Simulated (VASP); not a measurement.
# BiCO4 (P2_1/m) in VASP: single point with PBE

Aim: the single point of BiCO4 with PBE.

Program: VASP 6.6.1. These are calculated values, not measurements. Logs are shortened: lines on timing, memory, paths and dates and some standing lists are left out, and cuts for length are marked.

## Step 1: The cell of the first run

It takes space group P2_1/m (No. 11, monoclinic). Conventional cell: a = 4.458 Å, b = 6.700 Å, c = 4.627 Å, α = 90.00°, β = 96.30°, γ = 90.00°. Bi (site symmetry m) has 8 O at 2.04 to 2.75 Å within 2.8 Å. C (site symmetry m) has 4 O at 1.45 to 1.47 Å within 1.9 Å. Within 2.1 Å of O (site symmetry m) lie 1 C at 1.47 Å and 1 Bi at 2.04 Å. Within 2.0 Å of O (site symmetry m) lie 1 C at 1.47 Å. O (site symmetry 1) has 1 C at 1.45 Å within 1.9 Å.

## Step 2: Single point, PBE

INCAR

```
SYSTEM = BiCO4
PREC = Accurate ; ENCUT = 520
EDIFF = 1E-6 ; ISMEAR = -1
SIGMA = 0.0492 ; LREAL = .FALSE.
LASPH = .TRUE. ; NELM = 80
ALGO = Normal ; ISIF = 2
LWAVE = .FALSE. ; LCHARG = .FALSE.
GGA = PE ; NBANDS = 55
NELECT = 88.0
```

KPOINTS

```
regular mesh
0
G
  5 4 5
  0 0 0
```

POSCAR

```
BiCO4
1.0
    4.6271690000      0.0000000000      0.0000000000
    0.0000000000      6.7002530000      0.0000000000
   -0.4894290000      0.0000000000      4.4310370000
Bi C O
2 2 8
Direct
    0.1424000000      0.2500000000      0.1671000000
    0.8576000000      0.7500000000      0.8329000000
    0.3733000000      0.7500000000      0.3027000000
    0.6267000000      0.2500000000      0.6973000000
    0.6761000000      0.7500000000      0.2291000000
    0.3239000000      0.2500000000      0.7709000000
    0.6013000000      0.2500000000      0.3655000000
    0.3987000000      0.7500000000      0.6345000000
    0.2102000000      0.5802000000      0.1750000000
    0.7898000000      0.0802000000      0.8250000000
    0.7898000000      0.4198000000      0.8250000000
    0.2102000000      0.9198000000      0.1750000000
```

Potentials or basis: VASP PAW PBE potentials, release 64 (Bi_d, C, O).

Run with:

```sh
> cat potpaw_PBE.64/Bi_d/POTCAR potpaw_PBE.64/C/POTCAR potpaw_PBE.64/O/POTCAR > POTCAR
> mpirun -np 1 vasp_std > vasp.out
```

OUTCAR:

```text
SYSTEM = BiCO4
   PREC = Accurate
   ENCUT = 520
   EDIFF = 1E-6
   ISMEAR = -1
   LREAL = .FALSE.
   LASPH = .TRUE.
   NELM = 80
   ISIF = 2
   GGA = PE
   NELECT = 88.0

 ion  position               nearest neighbor table
   1  0.142  0.250  0.167-   6 2.04   7 2.21   9 2.23  12 2.23  11 2.39  10 2.39   6 2.73   7 2.75
                             4 3.00   2 3.84   2 3.84
   2  0.858  0.750  0.833-   5 2.04   8 2.21  10 2.23  11 2.23   9 2.39  12 2.39   5 2.73   8 2.75
                             3 3.00   1 3.84   1 3.84
   3  0.373  0.750  0.303-   9 1.45  12 1.45   8 1.47   5 1.47   2 3.00
   4  0.627  0.250  0.697-  10 1.45  11 1.45   7 1.47   6 1.47   1 3.00
   5  0.676  0.750  0.229-   3 1.47   2 2.04   2 2.73
   6  0.324  0.250  0.771-   4 1.47   1 2.04   1 2.73
   7  0.601  0.250  0.365-   4 1.47   1 2.21   1 2.75
   8  0.399  0.750  0.635-   3 1.47   2 2.21   2 2.75
   9  0.210  0.580  0.175-   3 1.45   1 2.23   2 2.39
  10  0.790  0.080  0.825-   4 1.45   2 2.23   1 2.39
  11  0.790  0.420  0.825-   4 1.45   2 2.23   1 2.39
  12  0.210  0.920  0.175-   3 1.45   1 2.23   2 2.39

  LATTYP: Found a simple monoclinic cell.
 ALAT       =     4.4579849306
 B/A-ratio  =     1.5029779383
 C/A-ratio  =     1.0379507944
 COS(beta)  =    -0.1097870468

  Lattice vectors:

 A1 = (  -0.4894290000,   0.0000000000,   4.4310370000)
 A2 = (   0.0000000000,  -6.7002530000,   0.0000000000)
 A3 = (   4.6271690000,   0.0000000000,   0.0000000000)

Analysis of symmetry for initial positions (statically):
=====================================================================
 Subroutine PRICEL returns:
 Original cell was already a primitive cell.

 Routine SETGRP: Setting up the symmetry group for a
 simple monoclinic supercell.

 Subroutine GETGRP returns: Found  4 space group operations
 (whereof  2 operations were pure point group operations)
 out of a pool of  4 trial point group operations.

The static configuration has the point symmetry S_2 .
 The point group associated with its full space group is C_2h.

Analysis of symmetry for dynamics (positions and initial velocities):
=====================================================================
 Subroutine PRICEL returns:
 Original cell was already a primitive cell.

 Routine SETGRP: Setting up the symmetry group for a
 simple monoclinic supercell.

 Subroutine GETGRP returns: Found  4 space group operations
 (whereof  2 operations were pure point group operations)
[... 127 lines left out ...]
   IBRION =     -1    ionic relax: 0-MD 1-quasi-New 2-CG
   NFREE  =      0    steps in history (QN), initial steepest desc. (CG)
   ISIF   =      2    stress and relaxation
   ISYM   =      2    0-nonsym 1-usesym 2-fastsym
   POTIM  = 0.5000    time-step for ionic-motion
   TEBEG  =    0.0;   TEEND  =   0.0 temperature during run
   PSTRESS=    0.0 pullay stress
   NELECT =      88.0000    total number of electrons
   NUPDOWN=      -1.0000    fix difference up-down
   EMIN   =  10.00;   EMAX   =-10.00  energy-range for DOS
   EFERMI =   0.00;   METHOD = LEGACY
   ISMEAR =    -1;   SIGMA  =   0.05  broadening in eV -4-tet -1-fermi 0-gaus
   EFERMI_NEDOS =   21; number of points for ismear=-14 and -15
   IALGO  =     38    algorithm
   IMIX   =      4    mixing-type and parameters
     AMIX     =   0.40;   BMIX     =  1.00
     AMIX_MAG =   1.60;   BMIX_MAG =  1.00
  volume/ion in A,a.u.               =      11.45        77.26
  Fermi-wavevector in a.u.,A,eV,Ry     =   1.411232  2.666842 27.097032  1.991576
  Thomas-Fermi vector in A             =   2.533104
   LORBIT       =      0    0 simple, 1 ext, 2 COOP (PROOUT), +10 PAW based schemes
   GGA     = PE    functional components
   LHFCALC =     F    Hartree Fock is set to
   AEXX    =    0.0000 exact exchange contribution
   IVDW    =     0    specifies the selected vdW correction
   LEPSILON=     F    determine dielectric tensor
   LRPA    =     F    only Hartree local field effects (RPA)
 non-spin polarized calculation
  energy-cutoff  :      520.00
  volume of cell :      137.38
 maximum number of plane-waves:      3728
   NGX = 17   NGY = 25   NGZ = 17

 number of electron      87.9999995 magnetization

 Free energy of the ion-electron system (eV)
  ---------------------------------------------------
  ext. energy  EPLUGINS =         0.00000000
  ---------------------------------------------------
  free energy    TOTEN  =       -67.03913658 eV

  energy without entropy =      -67.03913658  energy(sigma->0) =      -67.03913658

 E-fermi :   6.2158     XC(G=0): -10.8652

 val. band max:        5.1084016912   @ k =   0.4000   0.5000   0.0000
 cond. band min:       8.8869395207   @ k =   0.0000   0.0000   0.4000
 fundamental gap:      3.7785378295
 Fermi energy:         6.2158388736

 k-point     1 :       0.0000    0.0000    0.0000
  band No.  band energies     occupation
      1     -17.9355      2.00000
      2     -17.7456      2.00000
      3     -17.6169      2.00000
      4     -17.4927      2.00000
      5     -17.3777      2.00000
      6     -17.3625      2.00000
[... 1381 lines left out ...]
     54      13.8886      0.00000
     55      14.2172      0.00000

 [... further k-points ...]
[... 5 lines left out ...]
  --------------------------------------------------------------------------------------
  -------------------------------------------------------------------------------------
  Total       26.3800941     30.5327010     24.8362486      0.0000000      0.0000000     -1.8820272
  in kB      307.6627964    356.0933525    289.6574081      0.0000000      0.0000000    -21.9494949
  external PRESSURE =     317.8045190 kB  Pullay stress =       0.0000000 kB

 VOLUME and BASIS-vectors are now :
 -----------------------------------------------------------------------------
  energy-cutoff  :      520.00
  volume of cell :      137.38
      direct lattice vectors                 reciprocal lattice vectors
     4.627169000  0.000000000  0.000000000     0.216114864  0.000000000  0.023870909
     0.000000000  6.700253000  0.000000000     0.000000000  0.149248096  0.000000000
    -0.489429000  0.000000000  4.431037000     0.000000000  0.000000000  0.225680806

 POSITION                                       TOTAL-FORCE (eV/Angst)
 -----------------------------------------------------------------------------------
      0.57713      1.67506      0.74043        -1.545814     -0.000000      2.318068
      3.56061      5.02519      3.69061         1.545814     -0.000000     -2.318068
      1.57917      5.02519      1.34127        -0.022393     -0.000000      0.610271
      2.55857      1.67506      3.08976         0.022393     -0.000000     -0.610271
      3.01630      5.02519      1.01515        -3.224260     -0.000000      2.324355
      1.12144      1.67506      3.41589         3.224260     -0.000000     -2.324355
      2.60343      1.67506      1.61954         1.015090     -0.000000      3.379688
      1.53431      5.02519      2.81149        -1.015090     -0.000000     -3.379688
      0.88698      3.88749      0.77543         1.458912      2.410603      1.326930
      3.25076      0.53736      3.65561        -1.458912      2.410603     -1.326930
      3.25076      2.81277      3.65561        -1.458912     -2.410603     -1.326930
      0.88698      6.16289      0.77543         1.458912     -2.410603      1.326930
 -----------------------------------------------------------------------------------
    total drift:                                0.000000     -0.000000      0.000000

  FREE ENERGIE OF THE ION-ELECTRON SYSTEM (eV)
  ---------------------------------------------------
  free  energy   TOTEN  =       -67.0391365784 eV

  energy  without entropy=      -67.0391365783  energy(sigma->0) =      -67.03913658
```

OSZICAR:

```text
N       E                     dE             d eps       ncg     rms          rms(c)
DAV:   1     0.115742046976E+04    0.11574E+04   -0.45083E+04  4298   0.187E+03
DAV:   2     0.104826967860E+03   -0.10526E+04   -0.10036E+04  4674   0.534E+02
DAV:   3    -0.680778191112E+02   -0.17290E+03   -0.16920E+03  4763   0.217E+02
DAV:   4    -0.781018760652E+02   -0.10024E+02   -0.99139E+01  5372   0.547E+01
DAV:   5    -0.784849110914E+02   -0.38304E+00   -0.38241E+00  6060   0.110E+01    0.212E+01
DAV:   6    -0.666600608823E+02    0.11825E+02   -0.44251E+01  6446   0.555E+01    0.617E+00
DAV:   7    -0.670559387029E+02   -0.39588E+00   -0.61415E+00  5684   0.106E+01    0.431E+00
DAV:   8    -0.670767617415E+02   -0.20823E-01   -0.91836E-01  5743   0.584E+00    0.154E+00
DAV:   9    -0.670359838089E+02    0.40778E-01   -0.28033E-01  6292   0.341E+00    0.374E-01
DAV:  10    -0.670387675352E+02   -0.27837E-02   -0.29396E-02  5761   0.989E-01    0.137E-01
DAV:  11    -0.670390074898E+02   -0.23995E-03   -0.20781E-03  6044   0.265E-01    0.554E-02
DAV:  12    -0.670391078358E+02   -0.10035E-03   -0.33732E-04  5962   0.109E-01    0.210E-02
DAV:  13    -0.670391346163E+02   -0.26780E-04   -0.49723E-05  5588   0.499E-02    0.779E-03
DAV:  14    -0.670391360448E+02   -0.14286E-05   -0.64438E-06  5138   0.153E-02    0.428E-03
DAV:  15    -0.670391365784E+02   -0.53356E-06   -0.24180E-06  4020   0.106E-02
   1 F= -.67039137E+02 E0= -.67039137E+02  d E =-.277201E-10
```

stdout:

```text
POSCAR found type information on POSCAR BiC O
 POSCAR found :  3 types and      12 ions
 scaLAPACK will be used
 LDA part: xc-table for (Slater+PW92), standard interpolation
 POSCAR, INCAR and KPOINTS ok, starting setup
 FFT: planning ... GRIDC
 FFT: planning ... GRID_SOFT
 FFT: planning ... GRID
 WAVECAR not read
 entering main loop
 the old and the new charge density differ
 old charge density:    86.00000 new   88.00000
    0.212E+01
```

Run time: 10 min. Hardware: 1 thread of AMD EPYC, shared host; peak memory 0.34 GiB.

Results:

```yaml
Free_energy: -67.0391 eV
Largest_force: 3.975 eV/Å
```

Forces in eV/Å, atoms in the order of the input:
```
Bi  -1.546  0.000  2.318
Bi   1.546  0.000 -2.318
C   -0.022  0.000  0.610
C    0.022  0.000 -0.610
O   -3.224  0.000  2.324
O    3.224  0.000 -2.324
O    1.015  0.000  3.380
O   -1.015  0.000 -3.380
O    1.459  2.411  1.327
O   -1.459  2.411 -1.327
O   -1.459 -2.411 -1.327
O    1.459 -2.411  1.327
```

Caveat: the cell carries a net charge on a neutralising background, which shifts energy and pressure; the cell is charged against a uniform background, so pressure and absolute levels hang on convention; spin-orbit coupling is left out, which moves the levels of the heavy elements; forces of over 1 eV/Å act on the atoms, so gaps and moduli don't describe the material at rest.
